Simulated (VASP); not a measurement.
# AlN (P6_3mc) in VASP: a series of runs

Runs on AlN. Level: PBE. Tasks: single point.

Everything below comes from runs of VASP 6.6.1. Logs are shortened: lines on timing, memory, paths and dates and some standing lists are left out, and cuts for length are marked.

## (1) The cell of the first run

Symmetry: P6_3mc, No. 186, hexagonal system. The conventional cell has a = 3.049 Å, b = 3.049 Å, c = 4.879 Å, α = 90.00°, β = 90.00°, γ = 120.00°. Al (site symmetry 3m) has 4 N at 1.85 to 1.86 Å within 2.5 Å. Within 2.5 Å of N (site symmetry 3m) lie 4 Al at 1.85 to 1.86 Å.

## (2) Single point, PBE

Input file INCAR:

```
SYSTEM = AlN
ALGO = Normal ; EDIFF = 1E-7
ENCUT = 520 ; GGA = PE
ISIF = 2 ; ISMEAR = 0
LASPH = .TRUE. ; LCHARG = .FALSE.
LREAL = .FALSE. ; LWAVE = .FALSE.
NBANDS = 16 ; NELM = 80
PREC = Accurate ; SIGMA = 0.01
```

Input file KPOINTS:

```
k-points
0
G
  7 7 4
  0 0 0
```

Input file POSCAR:

```
AlN
1.0
    3.0494515564      0.0000000000      0.0000000000
   -1.5247257782      2.6409024352      0.0000000000
    0.0000000000      0.0000000000      4.8793184075
Al N
2 2
Direct
    0.3333333333      0.6666666667      0.0000000000
    0.6666666667      0.3333333333      0.5000000000
    0.3333333333      0.6666666667      0.3800000000
    0.6666666667      0.3333333333      0.8800000000
```

Potentials or basis: VASP PAW PBE potentials, release 64 (Al, N).

Command:

```sh
$ cat potpaw_PBE.64/Al/POTCAR potpaw_PBE.64/N/POTCAR > POTCAR
$ mpirun -np 1 vasp_std > vasp.out
```

OUTCAR:

```text
SYSTEM = AlN
   EDIFF = 1E-7
   ENCUT = 520
   GGA = PE
   ISIF = 2
   ISMEAR = 0
   LASPH = .TRUE.
   LREAL = .FALSE.
   NELM = 80
   PREC = Accurate

 ion  position               nearest neighbor table
   1  0.333  0.667  0.000-   3 1.85   4 1.86   4 1.86   4 1.86   2 3.01   2 3.01   2 3.01   2 3.01
                             2 3.01   2 3.01
   2  0.667  0.333  0.500-   4 1.85   3 1.86   3 1.86   3 1.86   1 3.01   1 3.01   1 3.01   1 3.01
                             1 3.01   1 3.01
   3  0.333  0.667  0.380-   1 1.85   2 1.86   2 1.86   2 1.86
   4  0.667  0.333  0.880-   2 1.85   1 1.86   1 1.86   1 1.86

  LATTYP: Found a hexagonal cell.
 ALAT       =     3.0494515564
 C/A-ratio  =     1.6000642467

  Lattice vectors:

 A1 = (   3.0494515564,   0.0000000000,   0.0000000000)
 A2 = (  -1.5247257782,   2.6409024352,   0.0000000000)
 A3 = (   0.0000000000,   0.0000000000,   4.8793184075)

Analysis of symmetry for initial positions (statically):
=====================================================================
 Subroutine PRICEL returns:
 Original cell was already a primitive cell.

 Routine SETGRP: Setting up the symmetry group for a
 hexagonal supercell.

 Subroutine GETGRP returns: Found 12 space group operations
 (whereof  6 operations were pure point group operations)
 out of a pool of 24 trial point group operations.

The static configuration has the point symmetry C_3v.
 The point group associated with its full space group is C_6v.

Analysis of symmetry for dynamics (positions and initial velocities):
=====================================================================
 Subroutine PRICEL returns:
 Original cell was already a primitive cell.

 Routine SETGRP: Setting up the symmetry group for a
 hexagonal supercell.

 Subroutine GETGRP returns: Found 12 space group operations
 (whereof  6 operations were pure point group operations)
 out of a pool of 24 trial point group operations.

The dynamic configuration has the point symmetry C_3v.
 The point group associated with its full space group is C_6v.

 Subroutine INISYM returns: Found 12 space group operations
 (whereof  6 operations are pure point group operations),
 and found     1 'primitive' translations

----------------------------------------------------------------------------------------

                                     Primitive cell

  volume of cell :      39.2946

  direct lattice vectors                    reciprocal lattice vectors
     3.049451556  0.000000000  0.000000000     0.327927820  0.189329221  0.000000000
    -1.524725778  2.640902435  0.000000000     0.000000000  0.378658441  0.000000000
     0.000000000  0.000000000  4.879318407     0.000000000  0.000000000  0.204946658

  length of vectors
     3.049451556  3.049451487  4.879318407     0.378658433  0.378658441  0.204946658

  position of ions in fractional coordinates (direct lattice)
     0.333333333  0.666666667  0.000000000
     0.666666667  0.333333333  0.500000000
     0.333333333  0.666666667  0.380000000
     0.666666667  0.333333333  0.880000000

  ion indices of the primitive-cell ions
   primitive index   ion index
                 1           1
                 2           2
                 3           3
                 4           4

----------------------------------------------------------------------------------------

 KPOINTS: k-points

Automatic generation of k-mesh.
 Grid dimensions read from file:
 generate k-points for:    7    7    4

 Generating k-lattice:

  Cartesian coordinates                     Fractional coordinates (reciprocal lattice)
     0.046846831  0.027047032  0.000000000     0.142857143 -0.000000000  0.000000000
     0.000000000  0.054094063  0.000000000     0.000000000  0.142857143  0.000000000
     0.000000000  0.000000000  0.051236664     0.000000000  0.000000000  0.250000000

  Length of vectors
     0.054094062  0.054094063  0.051236664

  Shift w.r.t. Gamma in fractional coordinates (k-lattice)
     0.000000000  0.000000000  0.000000000

 Subroutine IBZKPT returns following result:
 ===========================================

 Found     24 irreducible k-points:

 Following reciprocal coordinates:
            Coordinates               Weight
  0.000000  0.000000  0.000000      1.000000
  0.142857 -0.000000  0.000000      6.000000
  0.285714 -0.000000  0.000000      6.000000
  0.428571 -0.000000  0.000000      6.000000
  0.142857  0.142857  0.000000      6.000000
  0.285714  0.142857  0.000000     12.000000
[... 16 lines left out ...]
  0.428571  0.142857  0.500000      6.000000
  0.285714  0.285714  0.500000      6.000000
   k-points           NKPTS =     24   k-points in BZ     NKDIM =     24   number of bands    NBANDS=     16
   number of dos      NEDOS =    301   number of ions     NIONS =      4
   total plane-waves  NPLWV =  20736
   dimension x,y,z NGX =    24 NGY =   24 NGZ =   36
   dimension x,y,z NGXF=    48 NGYF=   48 NGZF=   72
   ions per type =               2   2
   NGX,Y,Z   is equivalent  to a cutoff of  13.08, 13.08, 12.27 a.u.
   NGXF,Y,Z  is equivalent  to a cutoff of  26.17, 26.17, 24.53 a.u.
 SYSTEM =  AlN
   PREC   = accura    normal or accurate (medium, high low for compatibility)
   ISTART =      0    job   : 0-new  1-cont  2-samecut
   ICHARG =      2    charge: 1-file 2-atom 10-const
   ISPIN  =      1    spin polarized calculation?
   LNONCOLLINEAR =      F non collinear calculations
   LSORBIT =      F    spin-orbit coupling
   LASPH  =      T    aspherical Exc in radial PAW
   ENCUT  =  520.0 eV  38.22 Ry    6.18 a.u.   5.67  5.67  9.07*2*pi/ulx,y,z
   NELM   =     80;   NELMIN=  2; NELMDL= -5     # of ELM steps
   EDIFF  = 0.1E-06   stopping-criterion for ELM
   LREAL  =      F    real-space projection
   EDIFFG = 0.1E-05   stopping-criterion for IOM
   NSW    =      0    number of steps for IOM
   IBRION =     -1    ionic relax: 0-MD 1-quasi-New 2-CG
   NFREE  =      0    steps in history (QN), initial steepest desc. (CG)
   ISIF   =      2    stress and relaxation
   ISYM   =      2    0-nonsym 1-usesym 2-fastsym
   POTIM  = 0.5000    time-step for ionic-motion
   TEBEG  =    0.0;   TEEND  =   0.0 temperature during run
   PSTRESS=    0.0 pullay stress
   NELECT =      16.0000    total number of electrons
   NUPDOWN=      -1.0000    fix difference up-down
   EMIN   =  10.00;   EMAX   =-10.00  energy-range for DOS
   EFERMI =   0.00;   METHOD = LEGACY
   ISMEAR =     0;   SIGMA  =   0.01  broadening in eV -4-tet -1-fermi 0-gaus
   EFERMI_NEDOS =   21; number of points for ismear=-14 and -15
   IALGO  =     38    algorithm
   IMIX   =      4    mixing-type and parameters
     AMIX     =   0.40;   BMIX     =  1.00
     AMIX_MAG =   1.60;   BMIX_MAG =  1.00
  volume/ion in A,a.u.               =       9.82        66.29
  Fermi-wavevector in a.u.,A,eV,Ry     =   1.213399  2.292992 20.032373  1.472338
  Thomas-Fermi vector in A             =   2.348853
   LORBIT       =      0    0 simple, 1 ext, 2 COOP (PROOUT), +10 PAW based schemes
   GGA     = PE    functional components
   LHFCALC =     F    Hartree Fock is set to
   AEXX    =    0.0000 exact exchange contribution
   IVDW    =     0    specifies the selected vdW correction
   LEPSILON=     F    determine dielectric tensor
   LRPA    =     F    only Hartree local field effects (RPA)
 non-spin polarized calculation
 Gauss-broadening in eV      SIGMA  =   0.01
  energy-cutoff  :      520.00
  volume of cell :       39.29
 maximum number of plane-waves:      1087
 NGX is ok and might be reduce to    24
   NGX = 11   NGY = 11   NGZ = 19

 number of electron      15.9999998 magnetization

 Free energy of the ion-electron system (eV)
  ---------------------------------------------------
  ext. energy  EPLUGINS =         0.00000000
  ---------------------------------------------------
  free energy    TOTEN  =       -29.60755181 eV

  energy without entropy =      -29.60755181  energy(sigma->0) =      -29.60755181

 E-fermi :   6.8038     XC(G=0): -11.1791

 val. band max:        6.7323964603   @ k =   0.0000   0.0000   0.0000
 cond. band min:      11.5111189251   @ k =   0.0000   0.0000   0.0000
 fundamental gap:      4.7787224649
 Fermi energy:         6.8037609054

 k-point     1 :       0.0000    0.0000    0.0000
  band No.  band energies     occupation
      1      -8.8080      2.00000
      2      -6.4624      2.00000
      3       0.4762      2.00000
      4       5.8728      2.00000
      5       5.8728      2.00000
      6       6.5378      2.00000
[... 8 lines left out ...]
     15      20.5031      0.00000
     16      20.5043      0.00000

 k-point     2 :       0.1429   -0.0000    0.0000
  band No.  band energies     occupation
      1      -8.5323      2.00000
      2      -6.3090      2.00000
      3       0.7981      2.00000
      4       4.7371      2.00000
      5       5.5194      2.00000
      6       5.5510      2.00000
[... 8 lines left out ...]
     15      19.8821      0.00000
     16      20.1612      0.00000

 k-point     3 :       0.2857   -0.0000    0.0000
  band No.  band energies     occupation
      1      -7.7808      2.00000
      2      -5.9805      2.00000
      3       1.7087      2.00000
      4       2.6790      2.00000
      5       3.8400      2.00000
      6       4.9983      2.00000
[... 8 lines left out ...]
     15      19.5085      0.00000
     16      21.0935      0.00000

 k-point     4 :       0.4286   -0.0000    0.0000
  band No.  band energies     occupation
      1      -6.8753      2.00000
      2      -5.8682      2.00000
      3       1.2738      2.00000
      4       2.6313      2.00000
      5       2.9372      2.00000
      6       4.6374      2.00000
[... 8 lines left out ...]
     15      19.8774      0.00000
     16      22.7589      0.00000

 k-point     5 :       0.1429    0.1429    0.0000
  band No.  band energies     occupation
      1      -8.0164      2.00000
      2      -6.0645      2.00000
      3       1.4165      2.00000
      4       3.6694      2.00000
      5       3.7788      2.00000
      6       5.3079      2.00000
[... 8 lines left out ...]
     15      20.0451      0.00000
     16      20.7852      0.00000

 k-point     6 :       0.2857    0.1429    0.0000
  band No.  band energies     occupation
      1      -7.1560      2.00000
      2      -5.8350      2.00000
      3       1.9945      2.00000
      4       2.5241      2.00000
      5       2.9153      2.00000
      6       4.3436      2.00000
[... 8 lines left out ...]
     15      19.7425      0.00000
     16      22.1046      0.00000
[... 267 lines left out ...]
 k-point    21 :       0.1429    0.1429    0.5000
  band No.  band energies     occupation
      1      -7.1777      2.00000
      2      -7.1777      2.00000
      3       2.7079      2.00000
      4       2.7079      2.00000
      5       5.0359      2.00000
      6       5.0359      2.00000
[... 8 lines left out ...]
     15      20.1174      0.00000
     16      20.1174      0.00000

 k-point    22 :       0.2857    0.1429    0.5000
  band No.  band energies     occupation
      1      -6.5301      2.00000
      2      -6.5301      2.00000
      3       1.6922      2.00000
      4       1.6922      2.00000
      5       4.4118      2.00000
      6       4.4118      2.00000
[... 8 lines left out ...]
     15      20.5369      0.00000
     16      20.5369      0.00000

 k-point    23 :       0.4286    0.1429    0.5000
  band No.  band energies     occupation
      1      -6.1827      2.00000
      2      -6.1827      2.00000
      3       1.1361      2.00000
      4       1.1361      2.00000
      5       4.1164      2.00000
      6       4.1164      2.00000
[... 8 lines left out ...]
     15      21.0642      0.00000
     16      21.0642      0.00000

 k-point    24 :       0.2857    0.2857    0.5000
  band No.  band energies     occupation
      1      -6.1131      2.00000
      2      -6.1131      2.00000
      3       1.6054      2.00000
      4       1.6054      2.00000
      5       3.0959      2.00000
      6       3.0959      2.00000
[... 8 lines left out ...]
     15      20.7003      0.00000
     16      20.7003      0.00000

------------------------ aborting loop because EDIFF is reached ----------------------------------------

  FORCE on cell =-STRESS in cart. coord.  units (eV):
  Direction    XX          YY          ZZ          XY          YZ          ZX
  --------------------------------------------------------------------------------------
  -------------------------------------------------------------------------------------
  Total        4.3053432      4.3053429      4.6092511      0.0000000      0.0000000      0.0000000
  in kB      175.5436409    175.5436303    187.9350121      0.0000000      0.0000000      0.0000000
  external PRESSURE =     179.6740944 kB  Pullay stress =       0.0000000 kB

 VOLUME and BASIS-vectors are now :
 -----------------------------------------------------------------------------
  energy-cutoff  :      520.00
  volume of cell :       39.29
      direct lattice vectors                 reciprocal lattice vectors
     3.049451556  0.000000000  0.000000000     0.327927820  0.189329221  0.000000000
    -1.524725778  2.640902435  0.000000000     0.000000000  0.378658441  0.000000000
     0.000000000  0.000000000  4.879318407     0.000000000  0.000000000  0.204946658

 POSITION                                       TOTAL-FORCE (eV/Angst)
 -----------------------------------------------------------------------------------
     -0.00000      1.76060      0.00000        -0.000000     -0.000000     -0.179671
      1.52473      0.88030      2.43966        -0.000000     -0.000000     -0.179671
     -0.00000      1.76060      1.85414        -0.000000      0.000000      0.179671
      1.52473      0.88030      4.29380         0.000000     -0.000000      0.179671
 -----------------------------------------------------------------------------------
    total drift:                                0.000000      0.000000     -0.000076

  FREE ENERGIE OF THE ION-ELECTRON SYSTEM (eV)
  ---------------------------------------------------
  free  energy   TOTEN  =       -29.6075518059 eV

  energy  without entropy=      -29.6075518059  energy(sigma->0) =      -29.60755181
```

It took 7.2 s on 1 thread of Intel Xeon Platinum 8488C (Sapphire Rapids), shared host; peak memory 0.15 GiB.

What came out:

```yaml
Free_energy: -29.6076 eV
Pressure: 18.0 GPa
Largest_force: 0.180 eV/Å
Band_gap_on_the_k_mesh: 4.78 eV, direct
```

Forces in eV/Å, atoms in the order of the input:
```
Al   0.000  0.000 -0.180
Al   0.000  0.000 -0.180
N    0.000  0.000  0.180
N    0.000  0.000  0.180
```

Stress tensor (GPa, compression positive):
```
17.55  0.00  0.00
 0.00 17.55  0.00
 0.00  0.00 18.79
```

## (3) Single point, PBE

This run uses another cell than the first one, of 10.03 Å³/atom, 1.021 times its volume.

Input file INCAR:

```
SYSTEM = AlN
  PREC = Accurate
  ENCUT = 520
  EDIFF = 1E-6
  ISMEAR = 0
  SIGMA = 0.01
  LREAL = .FALSE.
  LASPH = .TRUE.
  NELM = 60
  ALGO = Normal
  ISIF = 2
  LWAVE = .FALSE.
  LCHARG = .FALSE.
  GGA = PE
  NBANDS = 16
```

Input file KPOINTS:

```
regular mesh
0
G
  7 7 4
  0 0 0
```

Input file POSCAR:

```
AlN
1.0
    3.0709272750      0.0000000000      0.0000000000
   -1.5354636375      2.6595009524      0.0000000000
    0.0000000000      0.0000000000      4.9136809369
Al N
2 2
Direct
    0.3333333333      0.6666666667      0.0000000000
    0.6666666667      0.3333333333      0.5000000000
    0.3333333333      0.6666666667      0.3800000000
    0.6666666667      0.3333333333      0.8800000000
```

Potentials or basis: VASP PAW PBE potentials, release 64 (Al, N).

Command:

```sh
$ cat potpaw_PBE.64/Al/POTCAR potpaw_PBE.64/N/POTCAR > POTCAR
$ mpirun -np 1 vasp_std > vasp.out
```

Wall time 7.8 s (1 thread of Intel Xeon Platinum 8488C (Sapphire Rapids), shared host); peak memory 0.15 GiB.

Results (log left out):

```yaml
Free_energy: -29.6876 eV
Pressure: 12.7 GPa
Largest_force: 0.162 eV/Å
Band_gap_on_the_k_mesh: 4.59 eV, direct
```

Forces in eV/Å, atoms in the order of the input:
```
Al   0.000  0.000 -0.162
Al   0.000  0.000 -0.162
N    0.000  0.000  0.162
N    0.000  0.000  0.162
```

Stress tensor (GPa, compression positive):
```
12.19  0.00  0.00
 0.00 12.19  0.00
 0.00  0.00 13.59
```

Levels at points of the mesh, in eV from the valence-band top:
| k point | band 6 | band 7 | band 8 | band 9 | band 10 | band 11 |
| --- | --- | --- | --- | --- | --- | --- |
| (0.00, 0.00, 0.00) | -0.19 | -0.19 | 0.00 | 4.59 | 7.02 | 10.95 |
| (0.00, 0.00, 0.50) | -0.53 | -0.53 | -0.53 | 6.83 | 6.83 | 10.68 |
